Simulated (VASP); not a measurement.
A run of VASP 6.6.1:

Contents of POSCAR:

```
SrO
1.0
    0.0000000000      2.5801213120      2.5801213120
    2.5801213120      0.0000000000      2.5801213120
    2.5801213120      2.5801213120      0.0000000000
Sr O
1 1
Direct
    0.0000000000      0.0000000000      0.0000000000
    0.5000000000      0.5000000000      0.5000000000
```

File INCAR.step1:

```
PREC     = Accurate       # precision mode
ENCUT    = 600            # plane-wave cutoff, eV
ISMEAR   = 0              # smearing method
SIGMA    = 0.01           # smearing width, eV
LREAL    = False          # projectors in reciprocal space
LASPH    = True           # aspherical terms in the spheres
NELM     = 60             # most SCF steps
GGA      = PE             # functional
ALGO     = Normal         # electronic algorithm
EDIFF    = 1E-4           # SCF threshold, eV
LWAVE    = True           # write WAVECAR
LCHARG   = False          # write CHGCAR
```

Contents of INCAR.step2:

```
PREC     = Accurate       # precision mode
ENCUT    = 600            # plane-wave cutoff, eV
EDIFF    = 1E-6           # SCF threshold, eV
ISMEAR   = 0              # smearing method
SIGMA    = 0.01           # smearing width, eV
LREAL    = False          # projectors in reciprocal space
LASPH    = True           # aspherical terms in the spheres
NELM     = 60             # most SCF steps
ALGO     = Normal         # electronic algorithm
ISIF     = 3              # what is computed and relaxed
LWAVE    = False          # write WAVECAR
LCHARG   = False          # write CHGCAR
METAGGA  = R2SCAN         # meta-GGA
LMIXTAU  = True         
IBRION   = 2              # ionic algorithm
NSW      = 80             # ionic steps
EDIFFG   = -0.001         # ionic threshold
ISTART   = 1
```

KPOINTS

```
regular mesh
0
Gamma
  8 8 8
```

Potentials or basis: VASP PAW PBE potentials, release 64 (Sr_sv, O).

The run is started by

```console
$ cat potpaw_PBE.64/Sr_sv/POTCAR potpaw_PBE.64/O/POTCAR > POTCAR
$ cp INCAR.step1 INCAR
$ mpirun -np 1 vasp_std > vasp.out
$ cp INCAR.step2 INCAR
$ mpirun -np 1 vasp_std > vasp.out
```

Hardware: 1 thread of Intel Xeon 8259CL, on a shared host.

Question: How long does it take, and how much memory?

Answer: Run time: 12 min on 1 thread of Intel Xeon 8259CL (shared host), peak memory 0.19 GiB. Counts: k points 29, ion steps 10.
